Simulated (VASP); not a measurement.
Here is a VASP 6.6.1 calculation.

The input INCAR:

```
SYSTEM = NaF
PREC = Accurate
ENCUT = 520
EDIFF = 1E-6
ISMEAR = 0
SIGMA = 0.01
LREAL = .False.
LASPH = .True.
NELM = 80
ALGO = Normal
ISIF = 2
LWAVE = .False.
LCHARG = .True.
GGA = CA
LELF = .True.
LVHAR = .True.
NBANDS = 14
```

The input KPOINTS:

```
Automatic mesh
0
Gamma
  4 4 4
  0 0 0
```

The input POSCAR:

```
NaF
1.0
    2.7934851911      0.0000000000      0.0000000000
    0.0000000000      2.7934851911      0.0000000000
    0.0000000000      0.0000000000      2.7934851911
Na F
1 1
Direct
    0.0000000000      0.0000000000      0.0000000000
    0.5000000000      0.5000000000      0.5000000000
```

Potentials or basis: VASP PAW LDA potentials, release 64 (Na_pv, F).

Run with:

```sh
$ cat potpaw_LDA.64/Na_pv/POTCAR potpaw_LDA.64/F/POTCAR > POTCAR
$ mpirun -np 1 vasp_std > vasp.out
```

(1) Estimate the pressure.

(2) Predict the band gap on the k mesh.

## Answers

(1) -3.6 GPa.

(2) 5.77 eV, indirect (least direct gap 6.12 eV).

Caveat: the k points lie up to 0.56 Å⁻¹ apart.
